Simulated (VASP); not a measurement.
# Bi (Fm-3m) in VASP: a series of runs

Runs on Bi. Level: PBE. Tasks: single point.

All numbers are computed with VASP 6.6.1; they aren't measurements. Logs are shortened: lines on timing, memory, paths and dates and some standing lists are left out, and cuts for length are marked.

### 1 The cell of the first run

Symmetry: Fm-3m, No. 225, cubic system. Conventional cell: a = 4.646 Å, b = 4.646 Å, c = 4.646 Å, α = 90.00°, β = 90.00°, γ = 90.00°. Within 4.3 Å of Bi (site symmetry m-3m) lie 12 Bi at 3.28 Å.

This isn't the form of Bi at room conditions, which is rhombohedral.

### 2 Single point, PBE

Contents of INCAR:

```
  PREC = Accurate
  ENCUT = 520
  EDIFF = 1E-7
  ISMEAR = -1
  SIGMA = 0.08
  LREAL = F
  LASPH = T
  NELM = 80
  ALGO = Normal
  ISIF = 2
  LWAVE = F
  LCHARG = T
  GGA = PE
  LELF = T
  LVHAR = T
  NBANDS = 14
```

Contents of KPOINTS:

```
Automatic mesh
0
Gamma
  14 14 14
```

Contents of POSCAR:

```
Bi
1.0
    0.0000000000      2.3227927978      2.3227927978
    2.3227927978      0.0000000000      2.3227927978
    2.3227927978      2.3227927978      0.0000000000
Bi
1
Direct
    0.0000000000      0.0000000000      0.0000000000
```

Potentials or basis: VASP PAW PBE potentials, release 64 (Bi_d).

Started as:

```console
$ cat potpaw_PBE.64/Bi_d/POTCAR > POTCAR
$ mpirun -np 1 vasp_std > vasp.out
```

OUTCAR:

```text
PREC = Accurate
   ENCUT = 520
   EDIFF = 1E-7
   ISMEAR = -1
   LREAL = F
   LASPH = T
   NELM = 80
   ISIF = 2
   GGA = PE

 ion  position               nearest neighbor table
   1  0.000  0.000  0.000-

  LATTYP: Found a face centered cubic cell.
 ALAT       =     4.6455855956

  Lattice vectors:

 A1 = (   0.0000000000,   2.3227927978,   2.3227927978)
 A2 = (   2.3227927978,   0.0000000000,   2.3227927978)
 A3 = (   2.3227927978,   2.3227927978,   0.0000000000)

Analysis of symmetry for initial positions (statically):
=====================================================================
 Subroutine PRICEL returns:
 Original cell was already a primitive cell.

 Routine SETGRP: Setting up the symmetry group for a
 face centered cubic supercell.

 Subroutine GETGRP returns: Found 48 space group operations
 (whereof 48 operations were pure point group operations)
 out of a pool of 48 trial point group operations.

The static configuration has the point symmetry O_h .

Analysis of symmetry for dynamics (positions and initial velocities):
=====================================================================
 Subroutine PRICEL returns:
 Original cell was already a primitive cell.

 Routine SETGRP: Setting up the symmetry group for a
 face centered cubic supercell.

 Subroutine GETGRP returns: Found 48 space group operations
 (whereof 48 operations were pure point group operations)
 out of a pool of 48 trial point group operations.

The dynamic configuration has the point symmetry O_h .

 Subroutine INISYM returns: Found 48 space group operations
 (whereof 48 operations are pure point group operations),
 and found     1 'primitive' translations

----------------------------------------------------------------------------------------

                                     Primitive cell

  volume of cell :      25.0646

  direct lattice vectors                    reciprocal lattice vectors
     0.000000000  2.322792798  2.322792798    -0.215258115  0.215258115  0.215258115
     2.322792798  0.000000000  2.322792798     0.215258115 -0.215258115  0.215258115
     2.322792798  2.322792798  0.000000000     0.215258115  0.215258115 -0.215258115

  length of vectors
     3.284925077  3.284925077  3.284925077     0.372837993  0.372837993  0.372837993

  position of ions in fractional coordinates (direct lattice)
     0.000000000  0.000000000  0.000000000

  ion indices of the primitive-cell ions
   primitive index   ion index
                 1           1

----------------------------------------------------------------------------------------

 KPOINTS: Automatic mesh

Automatic generation of k-mesh.
 Grid dimensions read from file:
 generate k-points for:   14   14   14

 Generating k-lattice:

  Cartesian coordinates                     Fractional coordinates (reciprocal lattice)
    -0.015375580  0.015375580  0.015375580     0.071428571  0.000000000  0.000000000
     0.015375580 -0.015375580  0.015375580     0.000000000  0.071428571  0.000000000
     0.015375580  0.015375580 -0.015375580     0.000000000  0.000000000  0.071428571

  Length of vectors
     0.026631285  0.026631285  0.026631285

  Shift w.r.t. Gamma in fractional coordinates (k-lattice)
     0.000000000  0.000000000  0.000000000

 Subroutine IBZKPT returns following result:
 ===========================================

 Found    104 irreducible k-points:

 Following reciprocal coordinates:
            Coordinates               Weight
  0.000000  0.000000  0.000000      1.000000
  0.071429  0.000000  0.000000      8.000000
  0.142857  0.000000  0.000000      8.000000
  0.214286  0.000000  0.000000      8.000000
  0.285714  0.000000  0.000000      8.000000
  0.357143  0.000000  0.000000      8.000000
[... 16 lines left out ...]
  0.214286  0.142857  0.000000     24.000000
  0.285714  0.142857  0.000000     24.000000
 [... further k-points ...]
   k-points           NKPTS =    104   k-points in BZ     NKDIM =    104   number of bands    NBANDS=     14
   number of dos      NEDOS =    301   number of ions     NIONS =      1
   total plane-waves  NPLWV =  13824
   dimension x,y,z NGX =    24 NGY =   24 NGZ =   24
   dimension x,y,z NGXF=    48 NGYF=   48 NGZF=   48
   ions per type =               1
   NGX,Y,Z   is equivalent  to a cutoff of  12.15, 12.15, 12.15 a.u.
   NGXF,Y,Z  is equivalent  to a cutoff of  24.29, 24.29, 24.29 a.u.
 SYSTEM =  unknown system
   PREC   = accura    normal or accurate (medium, high low for compatibility)
   ISTART =      0    job   : 0-new  1-cont  2-samecut
   ICHARG =      2    charge: 1-file 2-atom 10-const
   ISPIN  =      1    spin polarized calculation?
   LNONCOLLINEAR =      F non collinear calculations
   LSORBIT =      F    spin-orbit coupling
   LASPH  =      T    aspherical Exc in radial PAW
   ENCUT  =  520.0 eV  38.22 Ry    6.18 a.u.   6.11  6.11  6.11*2*pi/ulx,y,z
   NELM   =     80;   NELMIN=  2; NELMDL= -5     # of ELM steps
   EDIFF  = 0.1E-06   stopping-criterion for ELM
   LREAL  =      F    real-space projection
   EDIFFG = 0.1E-05   stopping-criterion for IOM
   NSW    =      0    number of steps for IOM
   IBRION =     -1    ionic relax: 0-MD 1-quasi-New 2-CG
   NFREE  =      0    steps in history (QN), initial steepest desc. (CG)
   ISIF   =      2    stress and relaxation
   ISYM   =      2    0-nonsym 1-usesym 2-fastsym
   POTIM  = 0.5000    time-step for ionic-motion
   TEBEG  =    0.0;   TEEND  =   0.0 temperature during run
   PSTRESS=    0.0 pullay stress
   NELECT =      15.0000    total number of electrons
   NUPDOWN=      -1.0000    fix difference up-down
   EMIN   =  10.00;   EMAX   =-10.00  energy-range for DOS
   EFERMI =   0.00;   METHOD = LEGACY
   ISMEAR =    -1;   SIGMA  =   0.08  broadening in eV -4-tet -1-fermi 0-gaus
   EFERMI_NEDOS =   21; number of points for ismear=-14 and -15
   IALGO  =     38    algorithm
   IMIX   =      4    mixing-type and parameters
     AMIX     =   0.40;   BMIX     =  1.00
     AMIX_MAG =   1.60;   BMIX_MAG =  1.00
  volume/ion in A,a.u.               =      25.06       169.14
  Fermi-wavevector in a.u.,A,eV,Ry     =   1.379594  2.607056 25.895709  1.903281
  Thomas-Fermi vector in A             =   2.504549
   LORBIT       =      0    0 simple, 1 ext, 2 COOP (PROOUT), +10 PAW based schemes
   GGA     = PE    functional components
   LHFCALC =     F    Hartree Fock is set to
   AEXX    =    0.0000 exact exchange contribution
   IVDW    =     0    specifies the selected vdW correction
   LEPSILON=     F    determine dielectric tensor
   LRPA    =     F    only Hartree local field effects (RPA)
 non-spin polarized calculation
  energy-cutoff  :      520.00
  volume of cell :       25.06
 maximum number of plane-waves:       692
   NGX = 13   NGY = 13   NGZ = 13

 number of electron      15.0000004 magnetization

 Free energy of the ion-electron system (eV)
  ---------------------------------------------------
  ext. energy  EPLUGINS =         0.00000000
  ---------------------------------------------------
  free energy    TOTEN  =        -3.34774385 eV

  energy without entropy =       -3.32981315  energy(sigma->0) =       -3.33877850

 E-fermi :  11.0701     XC(G=0): -11.3730

 val. band max:       11.0405004849   @ k =  -0.4286   0.4286   0.0714
 cond. band min:      11.0827002488   @ k =  -0.3571   0.2143   0.0714
 fundamental gap:      0.0421997639
 Fermi energy:        11.0700667099

 k-point     1 :       0.0000    0.0000    0.0000
  band No.  band energies     occupation
      1     -12.3422      2.00000
      2     -12.3422      2.00000
      3     -12.3422      2.00000
      4     -12.1930      2.00000
      5     -12.1930      2.00000
      6      -4.3539      2.00000
      7      17.5199      0.00000
      8      17.5199      0.00000
      9      17.5199      0.00000
     10      19.8075      0.00000
     11      22.5601      0.00000
     12      23.0646      0.00000
     13      23.0646      0.00000
     14      23.0646      0.00000

 k-point     2 :       0.0714    0.0000    0.0000
  band No.  band energies     occupation
      1     -12.3419      2.00000
      2     -12.3344      2.00000
      3     -12.3344      2.00000
      4     -12.1934      2.00000
      5     -12.1934      2.00000
      6      -4.2409      2.00000
      7      16.1867      0.00000
      8      17.3754      0.00000
      9      17.3754      0.00000
     10      19.6003      0.00000
     11      22.9742      0.00000
     12      23.3117      0.00000
     13      23.3117      0.00000
     14      24.5236      0.00000

 k-point     3 :       0.1429    0.0000    0.0000
  band No.  band energies     occupation
      1     -12.3414      2.00000
      2     -12.3163      2.00000
      3     -12.3163      2.00000
      4     -12.1901      2.00000
      5     -12.1901      2.00000
      6      -3.9019      2.00000
      7      13.7192      0.00000
      8      17.0080      0.00000
      9      17.0080      0.00000
     10      19.3833      0.00000
     11      23.4586      0.00000
     12      23.9120      0.00000
     13      23.9120      0.00000
     14      24.0143      0.00000
[... 324 lines left out ...]
 k-point    23 :       0.2143    0.1429    0.0000
  band No.  band energies     occupation
      1     -12.3827      2.00000
      2     -12.2651      2.00000
      3     -12.2582      2.00000
      4     -12.2312      2.00000
      5     -12.1511      2.00000
      6      -3.3386      2.00000
      7      12.8709      0.00000
      8      14.8806      0.00000
      9      15.2934      0.00000
     10      18.6617      0.00000
     11      19.8922      0.00000
     12      25.0392      0.00000
     13      25.8598      0.00000
     14      25.9167      0.00000

 k-point    24 :       0.2857    0.1429    0.0000
  band No.  band energies     occupation
      1     -12.3814      2.00000
      2     -12.2772      2.00000
      3     -12.2495      2.00000
      4     -12.2024      2.00000
      5     -12.1186      2.00000
      6      -2.7082      2.00000
      7      10.5238      1.99784
      8      14.3991      0.00000
      9      14.7368      0.00000
     10      18.5170      0.00000
     11      20.3342      0.00000
     12      24.6340      0.00000
     13      25.1101      0.00000
     14      25.2543      0.00000

 [... further k-points ...]

------------------------ aborting loop because EDIFF is reached ----------------------------------------

  FORCE on cell =-STRESS in cart. coord.  units (eV):
  Direction    XX          YY          ZZ          XY          YZ          ZX
  --------------------------------------------------------------------------------------
  -------------------------------------------------------------------------------------
  Total        3.2762810      3.2762810      3.2762810      0.0000000     -0.0000000      0.0000000
  in kB      209.4258627    209.4258627    209.4258627      0.0000000     -0.0000000      0.0000000
  external PRESSURE =     209.4258627 kB  Pullay stress =       0.0000000 kB

 VOLUME and BASIS-vectors are now :
 -----------------------------------------------------------------------------
  energy-cutoff  :      520.00
  volume of cell :       25.06
      direct lattice vectors                 reciprocal lattice vectors
     0.000000000  2.322792798  2.322792798    -0.215258115  0.215258115  0.215258115
     2.322792798  0.000000000  2.322792798     0.215258115 -0.215258115  0.215258115
     2.322792798  2.322792798  0.000000000     0.215258115  0.215258115 -0.215258115

 POSITION                                       TOTAL-FORCE (eV/Angst)
 -----------------------------------------------------------------------------------
      0.00000      0.00000      0.00000         0.000000      0.000000      0.000000
 -----------------------------------------------------------------------------------
    total drift:                               -0.000000      0.000000     -0.000000

  FREE ENERGIE OF THE ION-ELECTRON SYSTEM (eV)
  ---------------------------------------------------
  free  energy   TOTEN  =        -3.3477438455 eV

  energy  without entropy=       -3.3298131476  energy(sigma->0) =       -3.33877850
```

Wall time 30 s (1 thread of Intel Xeon 8259CL, shared host); peak memory 0.16 GiB.

What came out:

```yaml
Free_energy: -3.3477 eV
Pressure: 20.9 GPa
Band_gap_on_the_k_mesh: zero (an odd number of electrons rules out a gap without spin polarisation)
```

Levels at points of the mesh, in eV from the Fermi level:
| k point | band 5 | band 6 | band 7 | band 8 | band 9 | band 10 |
| --- | --- | --- | --- | --- | --- | --- |
| (0.00, 0.00, 0.00) | -23.26 | -15.42 | 6.45 | 6.45 | 6.45 | 8.74 |
| (0.50, 0.00, 0.00) | -23.12 | -11.26 | -6.81 | 4.29 | 4.29 | 8.29 |
| (0.50, 0.50, 0.00) | -23.08 | -9.59 | -5.78 | 0.26 | 0.26 | 4.23 |

Caveat: the cell stands under pressure; spin-orbit coupling is left out, which moves the levels of the heavy elements.

### 3 Single point, PBE

Contents of INCAR:

```
PREC = Accurate ; ENCUT = 520
EDIFF = 1E-6 ; ISMEAR = -1
SIGMA = 0.08 ; LREAL = False
LASPH = True ; NELM = 100
ALGO = Normal ; ISIF = 2
LWAVE = False ; LCHARG = False
GGA = PE ; NBANDS = 14
```

Contents of KPOINTS:

```
regular mesh
0
Gamma
  14 14 14
```

Contents of POSCAR:

```
Bi
1.0
    0.0000000000      2.3229645411      2.3229645411
    2.3229645411      0.0000000000      2.3229645411
    2.3229645411      2.3229645411      0.0000000000
Bi
1
Direct
    0.0000000000      0.0000000000      0.0000000000
```

Potentials or basis: VASP PAW PBE potentials, release 64 (Bi_d).

Started as:

```console
$ cat potpaw_PBE.64/Bi_d/POTCAR > POTCAR
$ mpirun -np 1 vasp_std > vasp.out
```

Run time: 28 s. Hardware: 1 thread of Intel Xeon 8259CL, shared host; peak memory 0.16 GiB.

It converged, with:

- Free energy: -3.3485 eV
- Pressure: 20.9 GPa
- Band gap on the k mesh: zero (an odd number of electrons rules out a gap without spin polarisation)

Levels at points of the mesh, in eV from the Fermi level:
```tsv
k point	band 5	band 6	band 7	band 8	band 9	band 10
(0.00, 0.00, 0.00)	-23.26	-15.42	6.45	6.45	6.45	8.74
(0.50, 0.00, 0.00)	-23.12	-11.26	-6.81	4.29	4.29	8.29
(0.50, 0.50, 0.00)	-23.08	-9.59	-5.78	0.26	0.26	4.23
```

Caveat: the cell stands under pressure; spin-orbit coupling is left out, which moves the levels of the heavy elements.
